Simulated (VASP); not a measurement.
Here is a VASP 6.6.1 calculation.

INCAR

```
SYSTEM = Tc
ALGO = Normal ; EDIFF = 1E-6
ENCUT = 520 ; GGA = CA
ISIF = 2 ; ISMEAR = -1
LASPH = .True. ; LCHARG = .False.
LREAL = .False. ; LWAVE = .False.
NBANDS = 20 ; NELM = 80
PREC = Accurate ; SIGMA = 0.05
```

Contents of KPOINTS:

```
k-points
0
Gamma
  11 11 6
  0 0 0
```

File POSCAR:

```
Tc
1.0
    2.7581462242      0.0000000000      0.0000000000
   -1.3790731121      2.3886246975      0.0000000000
    0.0000000000      0.0000000000      4.4271266766
Tc
2
Direct
    0.6666666667      0.3333333333      0.7500000000
    0.3333333333      0.6666666667      0.2500000000
```

Potentials or basis: VASP PAW LDA potentials, release 64 (Tc_pv).

The run is started by

```bash
$ cat potpaw_LDA.64/Tc_pv/POTCAR > POTCAR
$ mpirun -np 1 vasp_std > vasp.out
```

Task: Predict the band gap on the k mesh.

Result: Zero (bands 13 and 14 overlap by 3.04 eV).

Task: Estimate the pressure.

Result: -17.3 GPa.

Stress tensor (GPa, compression positive):
```
-17.09   0.00   0.00
  0.00 -17.09   0.00
  0.00   0.00 -17.76
```

Caveat: the cell stands under tension.
